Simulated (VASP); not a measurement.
Wanted: the native input for a VASP 6.6.1 run.

| Item | Value |
| --- | --- |
| Task | single point |
| Functional | LDA |
| Potentials or basis | VASP PAW LDA potentials, release 64 (Zn) |
| Cutoff | 520 eV |
| k mesh | 12 × 12 × 4 |
| Occupations | fermi-dirac, width 0.05 eV |
| Spin | no spin polarisation |
| Dipole correction | no |
| Further INCAR settings | ALGO = Fast; EDIFF = 1e-07; NBANDS = 25 |

The structure of Zn lies in POSCAR:

```
Zn
1.0
    2.2980179408     -1.3257059190      0.0000000000
    2.2980179408      1.3257059190      0.0000000000
   -1.6126625833      0.0000000000      7.3964772113
Zn
3
Direct
    0.7780178600      0.7780178600      0.3345049800
    0.2219821400      0.2219821400      0.6654950200
    0.0000000000      0.0000000000      0.0000000000
```

These files were run (other wordings do the same):

INCAR

```
SYSTEM = Zn
ALGO = Fast
EDIFF = 1E-7
ENCUT = 520
GGA = CA
ISIF = 2
ISMEAR = -1
LASPH = .TRUE.
LCHARG = .FALSE.
LREAL = .FALSE.
LWAVE = .FALSE.
NBANDS = 25
NELM = 60
PREC = Accurate
SIGMA = 0.05
```

KPOINTS

```
k-points
0
G
  12 12 4
  0 0 0
```

Potentials or basis: VASP PAW LDA potentials, release 64 (Zn).

Launch:

```sh
$ cat potpaw_LDA.64/Zn/POTCAR > POTCAR
$ mpirun -np 1 vasp_std > vasp.out
```

It gave:

```yaml
Pressure: -7.2 GPa
Largest_force: 0.009 eV/Å
Band_gap_on_the_k_mesh: zero (bands 18 and 19 overlap by 4.35 eV)
```

Caveat: the cell stands under tension.

Run time: 95 s on 1 thread of AMD EPYC 9R45 96-Core Processor (Zen 5), on a shared host, peak memory 0.21 GiB.
